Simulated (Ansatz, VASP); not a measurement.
## One calculation of Zr, two programs

```xyz
2
Lattice="3.2325 0.0000 0.0000 -1.6163 2.7995 0.0000 0.0000 0.0000 5.1711" Properties=species:S:1:pos:R:3 pbc="T T T"
Zr    0.0000    1.8663    1.2928
Zr    1.6163    0.9332    3.8784
```

Alike in both runs: functional PBE; k mesh 18 × 18 × 8; occupations gaussian, width 0.1 eV; no spin polarisation.

Ansatz relaxed the structure, and its values are those at the end. VASP's run is a single point on that final structure, the one shown.

```csv
,VASP,Ansatz
version,VASP 6.6.1,Ansatz 0.2.0
potentials or method,"VASP PAW PBE potentials, release 64 (Zr_sv), cutoff 520 eV","scalar-relativistic, plane waves, PAW"
valence electrons in the cell,24,24
```

|  | VASP | Ansatz | Ansatz less VASP |
| --- | --- | --- | --- |
| gap on the k mesh at the Fermi level (eV) | none | none | - |
| pressure (GPa) | 0.0 | 0.0 | -0.01 |

A gap of «none» marks a metal or a gap that the smearing closes. With one functional, cell and mesh, what is left measures potentials, basis and numerics.
